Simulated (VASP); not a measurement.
A run of VASP 6.6.1 is set up as follows.

The input INCAR:

```
SYSTEM = KBr
PREC = Accurate
ENCUT = 520
EDIFF = 1E-7
ISMEAR = -1
SIGMA = 0.02
LREAL = .FALSE.
LASPH = .TRUE.
NELM = 100
ALGO = Normal
ISIF = 2
LWAVE = .FALSE.
LCHARG = .FALSE.
GGA = PE
NBANDS = 15
```

File KPOINTS:

```
Automatic mesh
0
G
  6 6 6
  0 0 0
```

The input POSCAR:

```
KBr
1.0
    0.0000000000      3.3024387198      3.3024387198
    3.3024387198      0.0000000000      3.3024387198
    3.3024387198      3.3024387198      0.0000000000
K Br
1 1
Direct
    0.0000000000      0.0000000000      0.0000000000
    0.5000000000      0.5000000000      0.5000000000
```

Potentials or basis: VASP PAW PBE potentials, release 64 (K_sv, Br).

Command:

```bash
$ cat potpaw_PBE.64/K_sv/POTCAR potpaw_PBE.64/Br/POTCAR > POTCAR
$ mpirun -np 1 vasp_std > vasp.out
```

(1) What does it give for the band gap on the k mesh?

(2) Predict the pressure.

Results:

(1) 4.43 eV.

(2) 0.7 GPa.
